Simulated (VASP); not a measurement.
# Sn: single point with PBEsol+D3(BJ)

Crystal: Sn.

```xyz
1
Lattice="1.6629 -2.3630 0.0000 1.6629 2.3630 0.0000 0.0000 0.0000 8.8425" Properties=species:S:1:pos:R:3 pbc="T T T"
Sn    0.0000    0.0000    0.0000
```

```yaml
Program: VASP 6.6.1
Task: single point
Functional: PBEsol
Dispersion: D3(BJ)
Potentials_or_basis: VASP PAW PBE potentials, release 64 (Sn_d)
Cutoff: 500 eV
k_mesh: 8 × 8 × 3
Occupations: fermi-dirac, width 0.1 eV
Spin: no spin polarisation
Dipole_correction: no
Further_INCAR_settings: ALGO = Normal; EDIFF = 1e-06; NBANDS = 13
```

* Pressure: 1.3 GPa
* Band gap on the k mesh: zero (bands 7 and 8 overlap by 1.61 eV)
* Dispersion energy per atom: -0.151 eV

Stress tensor (GPa, compression positive):
```
 2.56  0.00  0.00
 0.00  1.57  0.00
 0.00  0.00 -0.18
```

Levels at points of the mesh, in eV from the Fermi level:
```csv
k point,band 4,band 5,band 6,band 7,band 8,band 9,band 10,band 11
"(0.00, 0.00, 0.00)",-21.61,-21.55,-10.89,-2.84,2.60,6.02,6.68,8.98
"(0.50, 0.00, 0.00)",-21.59,-21.45,-5.98,-4.62,1.18,4.58,7.43,7.61
"(0.50, 0.50, 0.00)",-21.53,-21.38,-3.75,-3.47,2.35,3.00,5.94,6.75
```

Run time: 11 s on 1 thread of Intel(R) Xeon(R) 6975P-C (Granite Rapids) (shared host), peak memory 0.2 GiB.

Caveat: the PAW data sets were made with another functional, which shifts forces and pressure a little; spin-orbit coupling is left out, which moves the levels of the heavy elements.
